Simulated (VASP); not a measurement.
# Pt in VASP: further runs

The runs below take Pt through single point, with PBE.

Program: VASP 6.6.1. These are calculated values, not measurements. Logs are shortened: lines on timing, memory, paths and dates and some standing lists are left out, and cuts for length are marked.

### 1 The cell of the first run

The cell holds a wire or tube with vacuum around it, 16 atoms: a = 17.400 Å, b = 17.200 Å, c = 2.672 Å, α = 90.00°, β = 90.00°, γ = 90.00°.

### 2 Single point, PBE

INCAR reads:

```
SYSTEM = Pt
PREC = Accurate
ENCUT = 520
EDIFF = 1E-6
ISMEAR = 0
SIGMA = 0.05
LREAL = Auto
LASPH = .True.
NELM = 80
ALGO = Normal
ISIF = 2
LWAVE = .False.
LCHARG = .False.
GGA = PE
NBANDS = 94
LUSENCCL = .False.
```

KPOINTS reads:

```
regular mesh
0
Gamma
  1 1 19
  0 0 0
```

POSCAR reads:

```
Pt
1.0
   17.4000000000      0.0000000000      0.0000000000
    0.0000000000     17.2000000000      0.0000000000
    0.0000000000      0.0000000000      2.6718521643
Pt
16
Direct
    0.2857722373      0.7628497427      0.0000000000
    0.2700321476      0.5000000000      0.0000000000
    0.2857722373      0.2371502573      0.0000000000
    0.5828568279      0.7245766863      0.0000000000
    0.5735833577      0.5000000000      0.0000000000
    0.5828568279      0.2754233137      0.0000000000
    0.4948316297      0.6165433687      0.5000000000
    0.4948316297      0.3834566313      0.5000000000
    0.3027097537      0.6290471140      0.5000000000
    0.3027097537      0.3709528860      0.5000000000
    0.6679040747      0.6201887983      0.5000000000
    0.6679040747      0.3798112017      0.5000000000
    0.4282853299      0.7319418337      0.0000000000
    0.4189969676      0.5000000000      0.0000000000
    0.4282853299      0.2680581663      0.0000000000
    0.7286515271      0.5000000000      0.0000000000
```

Potentials or basis: VASP PAW PBE potentials, release 64 (Pt).

Launch:

```bash
$ cat potpaw_PBE.64/Pt/POTCAR > POTCAR
$ mpirun -np 1 vasp_std > vasp.out
```

OUTCAR:

```text
SYSTEM = Pt
   PREC = Accurate
   ENCUT = 520
   EDIFF = 1E-6
   ISMEAR = 0
   LREAL = Auto
   LASPH = .True.
   NELM = 80
   ISIF = 2
   GGA = PE

 ion  position               nearest neighbor table
   1  0.286  0.763  0.000-  13 2.54   9 2.68   9 2.68
   2  0.270  0.500  0.000-  14 2.59  10 2.65   9 2.65   9 2.65  10 2.65
   3  0.286  0.237  0.000-  15 2.54  10 2.68  10 2.68
   4  0.583  0.725  0.000-  11 2.68  11 2.68  13 2.69   7 2.75   7 2.75
   5  0.574  0.500  0.000-  14 2.69  16 2.70   7 2.77   8 2.77   7 2.77   8 2.77  11 2.96  12 2.96
                            11 2.96  12 2.96
   6  0.583  0.275  0.000-  12 2.68  12 2.68  15 2.69   8 2.75   8 2.75
   7  0.495  0.617  0.500-  13 2.66  13 2.66  14 2.75  14 2.75   4 2.75   4 2.75   5 2.77   5 2.77
                            11 3.01   9 3.35
   8  0.495  0.383  0.500-  15 2.66  15 2.66  14 2.75  14 2.75   6 2.75   6 2.75   5 2.77   5 2.77
                            12 3.01  10 3.35
   9  0.303  0.629  0.500-   2 2.65   2 2.65   1 2.68   1 2.68  13 3.11  13 3.11  14 3.29  14 3.29
                             7 3.35
  10  0.303  0.371  0.500-   2 2.65   2 2.65   3 2.68   3 2.68  15 3.11  15 3.11  14 3.29  14 3.29
                             8 3.35
  11  0.668  0.620  0.500-  16 2.68  16 2.68   4 2.68   4 2.68   5 2.96   5 2.96   7 3.01
  12  0.668  0.380  0.500-  16 2.68  16 2.68   6 2.68   6 2.68   5 2.96   5 2.96   8 3.01
  13  0.428  0.732  0.000-   1 2.54   7 2.66   7 2.66   4 2.69   9 3.11   9 3.11
  14  0.419  0.500  0.000-   2 2.59   5 2.69   7 2.75   8 2.75   7 2.75   8 2.75   9 3.29  10 3.29
                             9 3.29  10 3.29
  15  0.428  0.268  0.000-   3 2.54   8 2.66   8 2.66   6 2.69  10 3.11  10 3.11
  16  0.729  0.500  0.000-  11 2.68  12 2.68  11 2.68  12 2.68   5 2.70

  LATTYP: Found a simple orthorhombic cell.
 ALAT       =     2.6718521643
 B/A-ratio  =     6.4374819198
 C/A-ratio  =     6.5123363607

  Lattice vectors:

 A1 = (   0.0000000000,   0.0000000000,  -2.6718521643)
 A2 = (   0.0000000000,  17.2000000000,   0.0000000000)
 A3 = (  17.4000000000,   0.0000000000,   0.0000000000)

Analysis of symmetry for initial positions (statically):
=====================================================================
 Subroutine PRICEL returns:
 Original cell was already a primitive cell.

 Routine SETGRP: Setting up the symmetry group for a
 simple orthorhombic supercell.

 Subroutine GETGRP returns: Found  4 space group operations
 (whereof  4 operations were pure point group operations)
 out of a pool of  8 trial point group operations.

The static configuration has the point symmetry C_2v.

Analysis of symmetry for dynamics (positions and initial velocities):
=====================================================================
 Subroutine PRICEL returns:
 Original cell was already a primitive cell.

 Routine SETGRP: Setting up the symmetry group for a
 simple orthorhombic supercell.

 Subroutine GETGRP returns: Found  4 space group operations
 (whereof  4 operations were pure point group operations)
 out of a pool of  8 trial point group operations.

The dynamic configuration has the point symmetry C_2v.

 Subroutine INISYM returns: Found  4 space group operations
 (whereof  4 operations are pure point group operations),
 and found     1 'primitive' translations

----------------------------------------------------------------------------------------

                                     Primitive cell

  volume of cell :     799.6319

  direct lattice vectors                    reciprocal lattice vectors
    17.400000000  0.000000000  0.000000000     0.057471264  0.000000000  0.000000000
     0.000000000 17.200000000  0.000000000     0.000000000  0.058139535  0.000000000
     0.000000000  0.000000000  2.671852164     0.000000000  0.000000000  0.374272205

  length of vectors
    17.400000000 17.200000000  2.671852164     0.057471264  0.058139535  0.374272205

  position of ions in fractional coordinates (direct lattice)
     0.285772237  0.762849743  0.000000000
     0.270032148  0.500000000  0.000000000
     0.285772237  0.237150257  0.000000000
     0.582856828  0.724576686  0.000000000
     0.573583358  0.500000000  0.000000000
     0.582856828  0.275423314  0.000000000
[... 8 lines left out ...]
     0.428285330  0.268058166  0.000000000
     0.728651527  0.500000000  0.000000000

  ion indices of the primitive-cell ions
   primitive index   ion index
                 1           1
                 2           2
                 3           3
                 4           4
                 5           5
                 6           6
[... 8 lines left out ...]
                15          15
                16          16

----------------------------------------------------------------------------------------

 KPOINTS: regular mesh

Automatic generation of k-mesh.
 Grid dimensions read from file:
 generate k-points for:    1    1   19

 Generating k-lattice:

  Cartesian coordinates                     Fractional coordinates (reciprocal lattice)
     0.057471264  0.000000000  0.000000000     1.000000000  0.000000000  0.000000000
     0.000000000  0.058139535  0.000000000     0.000000000  1.000000000  0.000000000
     0.000000000  0.000000000  0.019698537     0.000000000  0.000000000  0.052631579

  Length of vectors
     0.057471264  0.058139535  0.019698537

  Shift w.r.t. Gamma in fractional coordinates (k-lattice)
     0.000000000  0.000000000  0.000000000

 Subroutine IBZKPT returns following result:
 ===========================================

 Found     10 irreducible k-points:

 Following reciprocal coordinates:
            Coordinates               Weight
  0.000000  0.000000  0.000000      1.000000
  0.000000  0.000000  0.052632      2.000000
  0.000000  0.000000  0.105263      2.000000
  0.000000  0.000000  0.157895      2.000000
  0.000000  0.000000  0.210526      2.000000
  0.000000  0.000000  0.263158      2.000000
  0.000000  0.000000  0.315789      2.000000
  0.000000  0.000000  0.368421      2.000000
  0.000000  0.000000  0.421053      2.000000
  0.000000  0.000000  0.473684      2.000000
   k-points           NKPTS =     10   k-points in BZ     NKDIM =     10   number of bands    NBANDS=     94
   number of dos      NEDOS =    301   number of ions     NIONS =     16
   total plane-waves  NPLWV = 358400
   dimension x,y,z NGX =   140 NGY =  128 NGZ =   20
   dimension x,y,z NGXF=   280 NGYF=  256 NGZF=   40
   ions per type =              16
   NGX,Y,Z   is equivalent  to a cutoff of  13.38, 12.37, 12.44 a.u.
   NGXF,Y,Z  is equivalent  to a cutoff of  26.75, 24.74, 24.89 a.u.
 SYSTEM =  Pt
   PREC   = accura    normal or accurate (medium, high low for compatibility)
   ISTART =      0    job   : 0-new  1-cont  2-samecut
   ICHARG =      2    charge: 1-file 2-atom 10-const
   ISPIN  =      1    spin polarized calculation?
   LNONCOLLINEAR =      F non collinear calculations
   LSORBIT =      F    spin-orbit coupling
   LASPH  =      T    aspherical Exc in radial PAW
   ENCUT  =  520.0 eV  38.22 Ry    6.18 a.u.  32.35 31.98  4.97*2*pi/ulx,y,z
   NELM   =     80;   NELMIN=  2; NELMDL= -5     # of ELM steps
   EDIFF  = 0.1E-05   stopping-criterion for ELM
   LREAL  =      T    real-space projection
   EDIFFG = 0.1E-04   stopping-criterion for IOM
   NSW    =      0    number of steps for IOM
   IBRION =     -1    ionic relax: 0-MD 1-quasi-New 2-CG
   NFREE  =      0    steps in history (QN), initial steepest desc. (CG)
   ISIF   =      2    stress and relaxation
   ISYM   =      2    0-nonsym 1-usesym 2-fastsym
   POTIM  = 0.5000    time-step for ionic-motion
   TEBEG  =    0.0;   TEEND  =   0.0 temperature during run
   PSTRESS=    0.0 pullay stress
   NELECT =     160.0000    total number of electrons
   NUPDOWN=      -1.0000    fix difference up-down
   EMIN   =  10.00;   EMAX   =-10.00  energy-range for DOS
   EFERMI =   0.00;   METHOD = LEGACY
   ISMEAR =     0;   SIGMA  =   0.05  broadening in eV -4-tet -1-fermi 0-gaus
   EFERMI_NEDOS =   21; number of points for ismear=-14 and -15
   IALGO  =     38    algorithm
   IMIX   =      4    mixing-type and parameters
     AMIX     =   0.40;   BMIX     =  1.00
     AMIX_MAG =   1.60;   BMIX_MAG =  1.00
  volume/ion in A,a.u.               =      49.98       337.26
  Fermi-wavevector in a.u.,A,eV,Ry     =   0.957528  1.809465 12.474634  0.916860
  Thomas-Fermi vector in A             =   2.086554
   LORBIT       =      0    0 simple, 1 ext, 2 COOP (PROOUT), +10 PAW based schemes
   GGA     = PE    functional components
   LHFCALC =     F    Hartree Fock is set to
   AEXX    =    0.0000 exact exchange contribution
   IVDW    =     0    specifies the selected vdW correction
   LEPSILON=     F    determine dielectric tensor
   LRPA    =     F    only Hartree local field effects (RPA)
 non-spin polarized calculation
 Gauss-broadening in eV      SIGMA  =   0.05
  energy-cutoff  :      520.00
  volume of cell :      799.63
 maximum number of plane-waves:     21652
 NGX is ok and might be reduce to   140
   NGX = 65   NGY = 63   NGZ =  9

 number of electron     160.0000009 magnetization

 Free energy of the ion-electron system (eV)
  ---------------------------------------------------
  ext. energy  EPLUGINS =         0.00000000
  ---------------------------------------------------
  free energy    TOTEN  =       -87.04424174 eV

  energy without entropy =      -87.02376258  energy(sigma->0) =      -87.03400216

 E-fermi :  -0.4661     XC(G=0):  -5.3075

 val. band max:       -0.4891697483   @ k =   0.0000   0.0000   0.1579
 cond. band min:      -0.4651764049   @ k =   0.0000   0.0000   0.0000
 fundamental gap:      0.0239933434
 Fermi energy:        -0.4660662756

 k-point     1 :       0.0000    0.0000    0.0000
  band No.  band energies     occupation
      1      -9.4311      2.00000
      2      -8.4367      2.00000
      3      -8.1933      2.00000
      4      -7.5818      2.00000
      5      -7.3781      2.00000
      6      -7.3279      2.00000
[... 84 lines left out ...]
     91       0.2441      0.00000
     92       0.3257      0.00000

 k-point     2 :       0.0000    0.0000    0.0526
  band No.  band energies     occupation
      1      -9.3505      2.00000
      2      -8.3548      2.00000
      3      -8.1091      2.00000
      4      -7.4955      2.00000
      5      -7.2948      2.00000
      6      -7.2462      2.00000
[... 844 lines left out ...]
     91       3.5351      0.00000
     92       3.7545      0.00000
 [bands above 92 left out]

------------------------ aborting loop because EDIFF is reached ----------------------------------------

  FORCE on cell =-STRESS in cart. coord.  units (eV):
  Direction    XX          YY          ZZ          XY          YZ          ZX
  --------------------------------------------------------------------------------------
  -------------------------------------------------------------------------------------
  Total       -0.7600912     -0.7898431     -0.8475434      0.0000000      0.0000000      0.0000000
  in kB       -1.5229519     -1.5825640     -1.6981748      0.0000000      0.0000000      0.0000000
  external PRESSURE =      -1.6012303 kB  Pullay stress =       0.0000000 kB

 VOLUME and BASIS-vectors are now :
 -----------------------------------------------------------------------------
  energy-cutoff  :      520.00
  volume of cell :      799.63
      direct lattice vectors                 reciprocal lattice vectors
    17.400000000  0.000000000  0.000000000     0.057471264  0.000000000  0.000000000
     0.000000000 17.200000000  0.000000000     0.000000000  0.058139535  0.000000000
     0.000000000  0.000000000  2.671852164     0.000000000  0.000000000  0.374272205

 POSITION                                       TOTAL-FORCE (eV/Angst)
 -----------------------------------------------------------------------------------
      4.97244     13.12102      0.00000         0.024771     -0.026329      0.000000
      4.69856      8.60000      0.00000         0.021614      0.000000     -0.000000
      4.97244      4.07898      0.00000         0.024771      0.026329     -0.000000
     10.14171     12.46272      0.00000        -0.012970     -0.018635     -0.000000
      9.98035      8.60000      0.00000         0.022933      0.000000     -0.000000
     10.14171      4.73728      0.00000        -0.012970      0.018635     -0.000000
[... 8 lines left out ...]
      7.45216      4.61060      0.00000        -0.008864      0.014851     -0.000000
     12.67854      8.60000      0.00000        -0.017626      0.000000     -0.000000
 -----------------------------------------------------------------------------------
    total drift:                                0.005090      0.000000      0.000000

  FREE ENERGIE OF THE ION-ELECTRON SYSTEM (eV)
  ---------------------------------------------------
  free  energy   TOTEN  =       -87.0442417359 eV

  energy  without entropy=      -87.0237625802  energy(sigma->0) =      -87.03400216
```

Run time: 3.5 min. Hardware: 1 × NVIDIA H100 80GB with 1 thread of AMD EPYC 7R13 (Zen 3), shared host; peak memory 1.8 GiB.

What came out:

```yaml
Free_energy: -87.0442 eV
Largest_force: 0.037 eV/Å
Band_gap_on_the_k_mesh: zero (bands 80 and 81 overlap by 1.15 eV)
```

Forces on the atoms (eV/Å):
```
Pt   0.025 -0.026  0.000
Pt   0.022  0.000  0.000
Pt   0.025  0.026  0.000
Pt  -0.013 -0.019  0.000
Pt   0.023  0.000  0.000
Pt  -0.013  0.019  0.000
Pt   0.004 -0.015  0.000
Pt   0.004  0.015  0.000
Pt   0.011 -0.001  0.000
Pt   0.011  0.001  0.000
Pt  -0.027 -0.024  0.000
Pt  -0.027  0.024  0.000
Pt  -0.009 -0.015  0.000
Pt  -0.007  0.000  0.000
Pt  -0.009  0.015  0.000
Pt  -0.018  0.000  0.000
```

Caveat: spin-orbit coupling is left out, which moves the levels of the heavy elements.

[end of part 1 of 2]

The gap in the log of VASP goes by the Fermi energy; the results here count the filled bands.